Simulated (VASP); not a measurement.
Set up this calculation in VASP 6.6.1, as the native input.

```
Task                   : single point
Functional             : LDA
Potentials or basis    : VASP PAW LDA potentials, release 64 (Be, Te)
Cutoff                 : 600 eV
k mesh                 : 6 × 6 × 6
Occupations            : gaussian, width 0.1 eV
Spin                   : no spin polarisation
Dipole correction      : no
Further INCAR settings : ALGO = Normal; EDIFF = 1e-06; NBANDS = 11
```

The structure of BeTe (fl.b) lies in POSCAR:

```
BeTe
1.0
    0.0000000000      2.8100000000      2.8100000000
    2.8100000000      0.0000000000      2.8100000000
    2.8100000000      2.8100000000      0.0000000000
Be Te
1 1
Direct
    0.0000000000      0.0000000000      0.0000000000
    0.2500000000      0.2500000000      0.2500000000
```

One way to write it, as run:

INCAR

```
  PREC = Accurate
  ENCUT = 600
  EDIFF = 1E-6
  ISMEAR = 0
  SIGMA = 0.1
  LREAL = False
  LASPH = True
  NELM = 120
  ALGO = Normal
  ISIF = 2
  LWAVE = False
  LCHARG = False
  GGA = CA
  NBANDS = 11
  GGA_COMPAT = False
```

KPOINTS

```
Automatic mesh
0
Gamma
  6 6 6
```

Potentials or basis: VASP PAW LDA potentials, release 64 (Be, Te).

Launch:

```console
$ cat potpaw_LDA.64/Be/POTCAR potpaw_LDA.64/Te/POTCAR > POTCAR
$ mpirun -np 1 vasp_std > vasp.out
```

Results of the run:

The pressure is -1.8 GPa and the band gap on the k mesh is 1.85 eV, indirect (least direct gap 3.58 eV).

Caveat: spin-orbit coupling is left out, which moves the levels of the heavy elements.

Run time: 3.3 s on 1 thread of Intel(R) Xeon(R) 6975P-C (Granite Rapids), on a shared host, peak memory 0.15 GiB.
